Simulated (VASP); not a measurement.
Set up this calculation in VASP 6.6.1, as the native input.

```
Task                   : single point
Functional             : PBEsol
Potentials or basis    : VASP PAW PBE potentials, release 64 (V_sv)
Cutoff                 : 450 eV
k mesh                 : 14 × 14 × 7
Occupations            : methfessel-paxton, width 0.1 eV
Spin                   : collinear spin, ferromagnetic start
Starting moments       : [2.0, 2.0] μB
Tolerance level        : tight
Purpose                : restart
Start                  : from scratch
Further INCAR settings : ALGO = Normal; EDIFF = 1e-06
```

The structure of V lies in POSCAR:

```
V
1.0
    2.6042941027      0.0000000000      0.0000000000
   -1.3021470513      2.2553848518      0.0000000000
    0.0000000000      0.0000000000      4.7233360000
V
2
Direct
    0.3333333333      0.6666666667      0.2500000000
    0.6666666667      0.3333333333      0.7500000000
```

This isn't the form of V at room conditions, which is bcc.

The input as run:

INCAR

```
SYSTEM = V
GGA = PS
ISPIN = 2
MAGMOM = 2 2
LORBIT = 11
ISMEAR = 1
SIGMA = 0.1
LWAVE = .FALSE.
LCHARG = .FALSE.
ISIF = 2
PREC = Accurate
LASPH = .TRUE.
LREAL = .FALSE.
ALGO = Normal
EDIFF = 1E-6
NELM = 200
GGA_COMPAT = .FALSE.
ENCUT = 450
LMAXMIX = 4
KPAR = 2
```

KPOINTS

```
k-points
0
Gamma
  14 14 7
```

Potentials or basis: VASP PAW PBE potentials, release 64 (V_sv).

Run with:

```bash
$ cat potpaw_PBE.64/V_sv/POTCAR > POTCAR
$ mpirun -np 2 vasp_std > vasp.out
```

It gave:

```json
{
  "Pressure": "-7.7 GPa",
  "Band gap on the k mesh": "zero (filled and empty bands overlap)",
  "Net moment": "0.00 μB per cell",
  "Valence electrons inside the program's atomic spheres": "V 11.63"
}
```

Caveat: the cell stands under tension; the moments typed at the start vanished in this run; the PAW data sets were made with another functional, which shifts forces and pressure a little.

Wall time 17 s on 2 MPI ranks on Intel(R) Xeon(R) 6975P-C (Granite Rapids), on a shared host, peak memory 0.17 GiB a rank.
